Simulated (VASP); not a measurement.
Write the native input for VASP 6.6.1 that does the following.

* Task: dielectric tensor
* Functional: r2SCAN
* Potentials or basis: VASP PAW PBE potentials, release 64 (Ba_sv, Hf_pv, O)
* Cutoff: 520 eV
* k mesh: 6 × 6 × 6
* Occupations: gaussian, width 0.01 eV
* Spin: no spin polarisation
* Dipole correction: no
* Further INCAR settings: ALGO = Normal; EDIFF = 1e-08

The structure of BaHfO3 lies in POSCAR:

```
BaHfO3
1.0
    4.2188293586      0.0000000000      0.0000000000
    0.0000000000      4.2188293586      0.0000000000
    0.0000000000      0.0000000000      4.2188293586
Ba Hf O
1 1 3
Direct
    0.0000000000      0.0000000000      0.0000000000
    0.5000000000      0.5000000000      0.5000000000
    0.5000000000      0.5000000000      0.0000000000
    0.5000000000      0.0000000000      0.5000000000
    0.0000000000      0.5000000000      0.5000000000
```

This cell differs from its parent crystal: strain +1.0%.

One way to write it, as run:

INCAR

```
PREC = Accurate ; ENCUT = 520
EDIFF = 1E-8 ; ISMEAR = 0
SIGMA = 0.01 ; LREAL = F
LASPH = T ; NELM = 60
ALGO = Normal ; ISIF = 2
LWAVE = F ; LCHARG = F
METAGGA = R2SCAN ; LMIXTAU = T
LCALCEPS = T
```

KPOINTS

```
Automatic mesh
0
Gamma
  6 6 6
```

Potentials or basis: VASP PAW PBE potentials, release 64 (Ba_sv, Hf_pv, O).

Run with:

```sh
$ cat potpaw_PBE.64/Ba_sv/POTCAR potpaw_PBE.64/Hf_pv/POTCAR potpaw_PBE.64/O/POTCAR > POTCAR
$ mpirun -np 1 vasp_std > vasp.out
```

Results of the run:

```json
{"Band gap on the k mesh": "4.04 eV (least direct gap 4.31 eV)", "Electronic dielectric tensor (diagonal)": "4.29", "Born charges (mean of the diagonal)": "Ba +2.67; Hf +5.72; O -2.80 e"}
```

Caveat: the cell differs from its parent crystal (strain +1.0%); spin-orbit coupling is left out, which moves the levels of the heavy elements.

Wall time 46 min on 1 thread of Intel Xeon 8259CL, with other jobs on the host, peak memory 0.44 GiB.
